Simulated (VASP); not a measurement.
A run of VASP 6.6.1:

Contents of INCAR:

```
ALGO = Normal
EDIFF = 1E-7
ENCUT = 520
GGA = PS
ISIF = 2
ISMEAR = 0
LASPH = True
LCHARG = False
LREAL = False
LWAVE = False
NBANDS = 13
NELM = 80
PREC = Accurate
SIGMA = 0.15
```

Contents of KPOINTS:

```
k-points
0
Gamma
  16 16 16
```

Contents of POSCAR:

```
AlCo
1.0
    2.8194032100      0.0000000000      0.0000000000
    0.0000000000      2.8194032100      0.0000000000
    0.0000000000      0.0000000000      2.8194032100
Al Co
1 1
Direct
    0.0000000000      0.0000000000      0.0000000000
    0.5798041228      0.5000000000      0.5000000000
```

Potentials or basis: VASP PAW PBE potentials, release 64 (Al, Co).

Launch:

```console
$ cat potpaw_PBE.64/Al/POTCAR potpaw_PBE.64/Co/POTCAR > POTCAR
$ mpirun -np 1 vasp_std > vasp.out
```

Hardware: 1 thread of Intel Xeon 8259CL, with other jobs on the host.

How long does it take, and how much memory?

Wall time 2.7 min on 1 thread of Intel Xeon 8259CL (shared host), peak memory 0.24 GiB. Counts: scf iterations 14, k points 405.
